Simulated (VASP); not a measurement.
# GaS2 (R-3m) in VASP: relaxation of cell and atoms with PBE

Aim: the relaxation of cell and atoms of GaS2 with PBE.

Program: VASP 6.6.1. These are calculated values, not measurements. Logs are shortened: lines on timing, memory, paths and dates and some standing lists are left out, and cuts for length are marked.

**1. The cell of the first run**

Symmetry: R-3m, No. 166, trigonal system. The conventional cell has a = 7.551 Å, b = 7.551 Å, c = 16.902 Å, α = 90.00°, β = 90.00°, γ = 120.00°. Ga (site symmetry 3m) has 4 S at 2.25 to 2.28 Å within 3.0 Å. S (site symmetry -3m) has 2 Ga at 2.28 Å within 3.0 Å. S (site symmetry 2/m) has 2 Ga at 2.25 Å within 3.0 Å.

The cell was generated, and may not be a known phase.

**2. Relaxation of cell and atoms, PBE**

INCAR reads:

```
  ALGO = Normal
  EDIFF = 1E-6
  EDIFFG = -0.01
  ENCUT = 600
  GGA = PE
  IBRION = 2
  ISIF = 3
  ISMEAR = 0
  LASPH = T
  LCHARG = F
  LREAL = F
  LWAVE = F
  NELM = 80
  NSW = 100
  PREC = Accurate
  SIGMA = 0.1
```

KPOINTS reads:

```
k-points
0
Gamma
  6 6 6
```

POSCAR reads:

```
GaS2
1.0
    3.7752602639      2.1796475296      5.6340982028
   -3.7752602639      2.1796475296      5.6340982028
    0.0000000000     -4.3592950592      5.6340982028
Ga S
2 4
Direct
    0.6347612770      0.6347612770      0.6347612770
    0.3652387230      0.3652387230      0.3652387230
    0.5000000000      0.5000000000      0.5000000000
    0.5000000000      0.5000000000      0.0000000000
    0.0000000000      0.5000000000      0.5000000000
    0.5000000000      0.0000000000      0.5000000000
```

Potentials or basis: VASP PAW PBE potentials, release 64 (Ga_d, S).

Started as:

```sh
> cat potpaw_PBE.64/Ga_d/POTCAR potpaw_PBE.64/S/POTCAR > POTCAR
> mpirun -np 1 vasp_std > vasp.out
```

OUTCAR:

```text
EDIFF = 1E-6
   EDIFFG = -0.01
   ENCUT = 600
   GGA = PE
   IBRION = 2
   ISIF = 3
   ISMEAR = 0
   LASPH = T
   LREAL = F
   NELM = 80
   NSW = 100
   PREC = Accurate

 ion  position               nearest neighbor table
   1  0.635  0.635  0.635-   4 2.25   5 2.25   6 2.25   3 2.28
   2  0.365  0.365  0.365-   4 2.25   5 2.25   6 2.25   3 2.28
   3  0.500  0.500  0.500-   1 2.28   2 2.28
   4  0.500  0.500  0.000-   1 2.25   2 2.25
   5  0.000  0.500  0.500-   1 2.25   2 2.25
   6  0.500  0.000  0.500-   1 2.25   2 2.25

  LATTYP: Found a trigonal (rhomboedric) cell.
 ALAT       =     7.1236588894
 COS(alpha) =     0.4382830117

  Lattice vectors:

 A1 = (   3.7752602639,   2.1796475296,   5.6340982028)
 A2 = (  -3.7752602639,   2.1796475296,   5.6340982028)
 A3 = (   0.0000000000,  -4.3592950592,   5.6340982028)

Analysis of symmetry for initial positions (statically):
=====================================================================
 Subroutine PRICEL returns:
 Original cell was already a primitive cell.

 Routine SETGRP: Setting up the symmetry group for a
 trigonal (rhombohedral) supercell.

 Subroutine GETGRP returns: Found 12 space group operations
 (whereof 12 operations were pure point group operations)
 out of a pool of 12 trial point group operations.

The static configuration has the point symmetry D_3d.

Analysis of symmetry for dynamics (positions and initial velocities):
=====================================================================
 Subroutine PRICEL returns:
 Original cell was already a primitive cell.

 Routine SETGRP: Setting up the symmetry group for a
 trigonal (rhombohedral) supercell.

 Subroutine GETGRP returns: Found 12 space group operations
 (whereof 12 operations were pure point group operations)
 out of a pool of 12 trial point group operations.

The dynamic configuration has the point symmetry D_3d.

 Subroutine INISYM returns: Found 12 space group operations
 (whereof 12 operations are pure point group operations),
 and found     1 'primitive' translations

----------------------------------------------------------------------------------------

                                     Primitive cell

  volume of cell :     278.1691

  direct lattice vectors                    reciprocal lattice vectors
     3.775260264  2.179647530  5.634098203     0.132441200  0.076464963  0.059163565
    -3.775260264  2.179647530  5.634098203    -0.132441200  0.076464963  0.059163565
     0.000000000 -4.359295059  5.634098203     0.000000000 -0.152929925  0.059163565

  length of vectors
     7.123658889  7.123658889  7.123658889     0.163975271  0.163975271  0.163975271

  position of ions in fractional coordinates (direct lattice)
     0.634761277  0.634761277  0.634761277
     0.365238723  0.365238723  0.365238723
     0.500000000  0.500000000  0.500000000
     0.500000000  0.500000000  1.000000000
     1.000000000  0.500000000  0.500000000
     0.500000000  1.000000000  0.500000000

  ion indices of the primitive-cell ions
   primitive index   ion index
                 1           1
                 2           2
                 3           3
                 4           4
                 5           5
                 6           6

----------------------------------------------------------------------------------------

 KPOINTS: k-points

Automatic generation of k-mesh.
 Grid dimensions read from file:
 generate k-points for:    6    6    6

 Generating k-lattice:

  Cartesian coordinates                     Fractional coordinates (reciprocal lattice)
     0.022073533  0.012744160  0.009860594     0.166666667 -0.000000000 -0.000000000
    -0.022073533  0.012744160  0.009860594    -0.000000000  0.166666667 -0.000000000
     0.000000000 -0.025488321  0.009860594    -0.000000000 -0.000000000  0.166666667

  Length of vectors
     0.027329212  0.027329212  0.027329212

  Shift w.r.t. Gamma in fractional coordinates (k-lattice)
     0.000000000  0.000000000  0.000000000

 Subroutine IBZKPT returns following result:
 ===========================================

 Found     32 irreducible k-points:

 Following reciprocal coordinates:
            Coordinates               Weight
  0.000000  0.000000  0.000000      1.000000
  0.166667 -0.000000  0.000000      6.000000
  0.333333 -0.000000  0.000000      6.000000
  0.500000  0.000000  0.000000      3.000000
  0.166667  0.166667  0.000000      6.000000
  0.333333  0.166667  0.000000     12.000000
[... 16 lines left out ...]
  0.500000  0.500000  0.166667      6.000000
 -0.333333  0.500000  0.166667     12.000000
 [... further k-points ...]
   k-points           NKPTS =     32   k-points in BZ     NKDIM =     32   number of bands    NBANDS=     30
   number of dos      NEDOS =    301   number of ions     NIONS =      6
   total plane-waves  NPLWV = 216000
   dimension x,y,z NGX =    60 NGY =   60 NGZ =   60
   dimension x,y,z NGXF=   120 NGYF=  120 NGZF=  120
   ions per type =               2   4
   NGX,Y,Z   is equivalent  to a cutoff of  14.00, 14.00, 14.00 a.u.
   NGXF,Y,Z  is equivalent  to a cutoff of  28.00, 28.00, 28.00 a.u.
 SYSTEM =  unknown system
   PREC   = accura    normal or accurate (medium, high low for compatibility)
   ISTART =      0    job   : 0-new  1-cont  2-samecut
   ICHARG =      2    charge: 1-file 2-atom 10-const
   ISPIN  =      1    spin polarized calculation?
   LNONCOLLINEAR =      F non collinear calculations
   LSORBIT =      F    spin-orbit coupling
   LASPH  =      T    aspherical Exc in radial PAW
   ENCUT  =  600.0 eV  44.10 Ry    6.64 a.u.  14.23 14.23 14.23*2*pi/ulx,y,z
   NELM   =     80;   NELMIN=  2; NELMDL= -5     # of ELM steps
   EDIFF  = 0.1E-05   stopping-criterion for ELM
   LREAL  =      F    real-space projection
   EDIFFG = -.1E-01   stopping-criterion for IOM
   NSW    =    100    number of steps for IOM
   IBRION =      2    ionic relax: 0-MD 1-quasi-New 2-CG
   NFREE  =      1    steps in history (QN), initial steepest desc. (CG)
   ISIF   =      3    stress and relaxation
   ISYM   =      2    0-nonsym 1-usesym 2-fastsym
   POTIM  = 0.5000    time-step for ionic-motion
   TEBEG  =    0.0;   TEEND  =   0.0 temperature during run
   PSTRESS=    0.0 pullay stress
   NELECT =      50.0000    total number of electrons
   NUPDOWN=      -1.0000    fix difference up-down
   EMIN   =  10.00;   EMAX   =-10.00  energy-range for DOS
   EFERMI =   0.00;   METHOD = LEGACY
   ISMEAR =     0;   SIGMA  =   0.10  broadening in eV -4-tet -1-fermi 0-gaus
   EFERMI_NEDOS =   21; number of points for ismear=-14 and -15
   IALGO  =     38    algorithm
   IMIX   =      4    mixing-type and parameters
     AMIX     =   0.40;   BMIX     =  1.00
     AMIX_MAG =   1.60;   BMIX_MAG =  1.00
  volume/ion in A,a.u.               =      46.36       312.86
  Fermi-wavevector in a.u.,A,eV,Ry     =   0.923908  1.745932 11.614005  0.853605
  Thomas-Fermi vector in A             =   2.049596
   LORBIT       =      0    0 simple, 1 ext, 2 COOP (PROOUT), +10 PAW based schemes
   GGA     = PE    functional components
   LHFCALC =     F    Hartree Fock is set to
   AEXX    =    0.0000 exact exchange contribution
   IVDW    =     0    specifies the selected vdW correction
   LEPSILON=     F    determine dielectric tensor
   LRPA    =     F    only Hartree local field effects (RPA)
 conjugate gradient relaxation of ions
 non-spin polarized calculation
 Gauss-broadening in eV      SIGMA  =   0.10
  energy-cutoff  :      600.00
  volume of cell :      278.17
 maximum number of plane-waves:      9307
 NGX is ok and might be reduce to    60
   NGX = 29   NGY = 29   NGZ = 29

--------------------------------------- Ionic step        1  -------------------------------------------

 number of electron      50.0000006 magnetization

 Free energy of the ion-electron system (eV)
  ---------------------------------------------------
  ext. energy  EPLUGINS =         0.00000000
  ---------------------------------------------------
  free energy    TOTEN  =       -20.78713297 eV

  energy without entropy =      -20.73953782  energy(sigma->0) =      -20.76333540

------------------------ aborting loop because EDIFF is reached ----------------------------------------

  FORCE on cell =-STRESS in cart. coord.  units (eV):
  Direction    XX          YY          ZZ          XY          YZ          ZX
  --------------------------------------------------------------------------------------
  -------------------------------------------------------------------------------------
  Total       -0.4072897     -0.4072897      0.2554657      0.0000000     -0.0000000      0.0000000
  in kB       -2.3458766     -2.3458766      1.4714120      0.0000000     -0.0000000      0.0000000
  external PRESSURE =      -1.0734470 kB  Pullay stress =       0.0000000 kB
[... 101 lines left out ...]
  FREE ENERGIE OF THE ION-ELECTRON SYSTEM (eV)
  ---------------------------------------------------
  free  energy   TOTEN  =       -20.7893759073 eV

  energy  without entropy=      -20.7419842324  energy(sigma->0) =      -20.76568007

[... ionic steps 4 to 17 ...]

--------------------------------------- Ionic step       18  -------------------------------------------

 number of electron      49.9999983 magnetization

------------------------ aborting loop because EDIFF is reached ----------------------------------------

  FORCE on cell =-STRESS in cart. coord.  units (eV):
  Direction    XX          YY          ZZ          XY          YZ          ZX
  --------------------------------------------------------------------------------------
  -------------------------------------------------------------------------------------
  Total        0.0868176      0.0868176      0.0328028      0.0000000     -0.0000000      0.0000000
  in kB        0.4967424      0.4967424      0.1876871      0.0000000     -0.0000000      0.0000000
  external PRESSURE =       0.3937240 kB  Pullay stress =       0.0000000 kB
[... 65 lines left out ...]
  energy  without entropy=      -20.7610181032  energy(sigma->0) =      -20.78533621

--------------------------------------- Ionic step       20  -------------------------------------------

 number of electron      49.9999982 magnetization

 Free energy of the ion-electron system (eV)
  ---------------------------------------------------
  ext. energy  EPLUGINS =         0.00000000
  ---------------------------------------------------
  free energy    TOTEN  =       -20.80970295 eV

  energy without entropy =      -20.76102708  energy(sigma->0) =      -20.78536501

 E-fermi :  -2.4265     XC(G=0):  -5.6621

 val. band max:       -2.4265529825   @ k =   0.3333   0.1667   0.1667
 cond. band min:      -2.4264177553   @ k =  -0.1667   0.1667   0.0000
 fundamental gap:      0.0001352273
 Fermi energy:        -2.4264742859

 k-point     1 :       0.0000    0.0000    0.0000
  band No.  band energies     occupation
      1     -17.0558      2.00000
      2     -17.0554      2.00000
      3     -17.0554      2.00000
      4     -16.9062      2.00000
      5     -16.9060      2.00000
      6     -16.9060      2.00000
[... 781 lines left out ...]
     29       4.1341      0.00000
     30       4.1423      0.00000

 [... further k-points ...]
[... 5 lines left out ...]
  --------------------------------------------------------------------------------------
  -------------------------------------------------------------------------------------
  Total        0.0273173      0.0273173      0.0244413     -0.0000000      0.0000000      0.0000000
  in kB        0.1560809      0.1560809      0.1396488     -0.0000000      0.0000000      0.0000000
  external PRESSURE =       0.1506035 kB  Pullay stress =       0.0000000 kB
[... 21 lines left out ...]
  FREE ENERGIE OF THE ION-ELECTRON SYSTEM (eV)
  ---------------------------------------------------
  free  energy   TOTEN  =       -20.8097029472 eV

  energy  without entropy=      -20.7610270778  energy(sigma->0) =      -20.78536501

 reached required accuracy - stopping structural energy minimisation
```

Run time: 54 min. Hardware: 1 thread of AMD EPYC 9R45 (Zen 5), shared host; peak memory 0.72 GiB.

Results:

| Property | Result |
| --- | --- |
| Free energy | -20.8097 eV |
| Relaxed volume | 46.74 Å³/atom |
| Relaxed cell | a = 7.343 Å, b = 7.343 Å, c = 7.343 Å, α = 60.07°, β = 60.07°, γ = 60.07° |
| Space group after relaxing (to 0.1 Å) | Fd-3m (No. 227) |
| Energy gained by relaxing | 3.8 meV/atom |
| Ionic steps | 20 |
| Pressure after relaxing | 0.0 GPa |
| Band gap on the k mesh | zero (bands 25 and 26 overlap by 0.35 eV) |

Step by step:
```csv
step,energy change (eV),largest force (eV/Å),pressure (GPa),volume (Å³)
1,0.0000,0.0429,-0.11,278.17
2,-0.0021,0.0905,0.07,276.92
3,-0.0022,0.0994,0.07,276.66
4,-0.0022,0.1208,0.15,276.16
5,-0.0023,0.1094,0.11,276.47
6,-0.0042,0.1154,0.08,276.95
7,-0.0090,0.1377,0.01,278.39
8,-0.0143,0.1682,-0.15,281.19
9,-0.0161,0.1384,-0.13,281.06
10,-0.0198,0.0472,-0.06,280.67
11,-0.0185,0.1642,0.05,279.88
12,-0.0207,0.0282,-0.02,280.38
13,-0.0207,0.0354,-0.01,280.36
14,-0.0212,0.0302,0.02,280.17
15,-0.0220,0.0157,0.08,279.58
16,-0.0210,0.0183,0.22,278.34
17,-0.0220,0.0072,0.13,279.20
18,-0.0225,0.0104,0.04,280.02
19,-0.0225,0.0156,0.02,280.24
20,-0.0226,0.0005,0.02,280.41
```

Final structure:
```xyz
6
Lattice="3.6755 2.1220 5.9921 -3.6755 2.1220 5.9921 0.0000 -4.2441 5.9921" Properties=species:S:1:pos:R:3 pbc="T T T"
Ga    0.0000    0.0000   11.2383
Ga    0.0000    0.0000    6.7379
S     0.0000    0.0000    8.9881
S     0.0000    2.1220    5.9921
S    -1.8377   -1.0610    5.9921
S     1.8377   -1.0610    5.9921
```
